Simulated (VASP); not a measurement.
Here is a VASP 6.6.1 calculation.

Contents of POSCAR:

```
Al2InN3
1.0
   -0.0038350000      5.6208800000     -0.0052020000
    4.8720900000      2.8119250000     -5.2214860000
   -4.8736810000      2.8185930000     -5.2193800000
Al In N
8 4 12
Direct
    0.1526452861      0.1751859842      0.8334324003
    0.6648707967      0.6742460499      0.3324528457
    0.1559036642      0.8285615130      0.1801075228
    0.5774202734      0.0849358560      0.4242315677
    0.0761880693      0.5847939307      0.9212561355
    0.5743229885      0.4296596701      0.0967207393
    0.0921191165      0.9128627681      0.5785626848
    0.1716426726      0.5066746010      0.5021577630
    0.6596664069      0.3359235608      0.6729334110
    0.6730527492      0.0001794516      0.0080137289
    0.5721317626      0.7588877733      0.7548691512
    0.0771124391      0.2583633766      0.2521285058
    0.8296812473      0.5077807615      0.1377538544
    0.3237295759      0.0053221044      0.6365989969
    0.8511499083      0.1158326137      0.4859400628
    0.3269057093      0.6349204782      0.0028519669
    0.7724534543      0.8894357473      0.2567545272
    0.2335623325      0.4032918754      0.7377187908
    0.7747989354      0.2496641314      0.9169362510
    0.2820262537      0.7278543645      0.3952684071
    0.9018764531      0.8017183591      0.7987151675
    0.3825819102      0.3171834920      0.3217108284
    0.8013205614      0.5642258358      0.5315818263
    0.2558313395      0.0445813795      0.0469179290
```

Contents of INCAR.step1:

```
SYSTEM = Al2InN3
PREC = Accurate
ENCUT = 520
ISMEAR = 0
SIGMA = 0.02
LREAL = Auto
LASPH = .TRUE.
NELM = 100
NBANDS = 86
GGA = PE
ALGO = Normal
EDIFF = 1E-4
LWAVE = .TRUE.
LCHARG = .FALSE.
```

INCAR.step2

```
SYSTEM = Al2InN3
PREC = Accurate
ENCUT = 520
EDIFF = 1E-6
ISMEAR = 0
SIGMA = 0.02
LREAL = Auto
LASPH = .TRUE.
NELM = 100
ALGO = Normal
ISIF = 2
LWAVE = .FALSE.
LCHARG = .FALSE.
METAGGA = R2SCAN
LMIXTAU = .TRUE.
NBANDS = 86
ISTART = 1
```

File KPOINTS:

```
regular mesh
0
G
  5 3 3
  0 0 0
```

Potentials or basis: VASP PAW PBE potentials, release 64 (Al, In_d, N).

Launch:

```sh
$ cat potpaw_PBE.64/Al/POTCAR potpaw_PBE.64/In_d/POTCAR potpaw_PBE.64/N/POTCAR > POTCAR
$ cp INCAR.step1 INCAR
$ mpirun -np 1 vasp_std > vasp.out
$ cp INCAR.step2 INCAR
$ mpirun -np 1 vasp_std > vasp.out
```

Q: Estimate the band gap on the k mesh.

A: 2.66 eV.

Q: Predict the pressure.

A: 0.0 GPa.

Q: Predict the largest force.

A: 0.054 eV/Å.

Forces in eV/Å, atoms in the order of the input:
```
Al   0.002  0.000  0.004
Al   0.001  0.006 -0.004
Al  -0.002 -0.004 -0.002
Al  -0.005  0.001  0.006
Al   0.005 -0.002 -0.003
Al   0.000  0.003 -0.005
Al   0.001 -0.002 -0.002
Al   0.002  0.000  0.000
In   0.001 -0.002 -0.002
In   0.005  0.004  0.005
In  -0.019 -0.002  0.004
In  -0.005 -0.010  0.007
N    0.036 -0.019 -0.013
N    0.036 -0.018 -0.018
N   -0.040 -0.020  0.029
N   -0.033 -0.018 -0.009
N   -0.035  0.015 -0.019
N   -0.001 -0.037 -0.016
N    0.003  0.038 -0.039
N   -0.001  0.005 -0.001
N    0.003  0.045  0.031
N    0.000  0.040 -0.011
N    0.040  0.016  0.029
N    0.004 -0.039  0.032
```

Caveat: the PAW data sets were made with another functional, which shifts forces and pressure a little; spin-orbit coupling is left out, which moves the levels of the heavy elements.
